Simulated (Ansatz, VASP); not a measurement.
SiC in VASP and in Ansatz

```xyz
2
Lattice="0.0000 2.3479 2.1740 2.3479 0.0000 2.1740 2.3479 2.3479 0.0000" Properties=species:S:1:pos:R:3 pbc="T T T"
Si    0.0000    0.0000    0.0000
C     3.5219    3.5219    3.2610
```

Change from the starting cell: strain +0.080 along x and y, +0.000 along z, atoms carried along.

Alike in both runs: task single point; functional PBE; k mesh 12 × 12 × 12; occupations gaussian, width 0.05 eV; no spin polarisation.

|  | VASP | Ansatz |
| --- | --- | --- |
| version | VASP 6.6.1 | Ansatz 0.2.0 |
| potentials or method | VASP PAW PBE potentials, release 64 (Si, C), cutoff 520 eV | scalar-relativistic, plane waves, PAW |
| valence electrons in the cell | 8 | 8 |

```csv
,VASP,Ansatz,Ansatz less VASP
gap on the k mesh at the Fermi level (eV),0.80,0.80,+0.001
least direct gap on the mesh (eV),4.19,4.17,-0.012
pressure (GPa),-21.8,-21.8,0.00
"traceless stress, the component that is largest in VASP (GPa)",10.92,10.91,-0.018
```
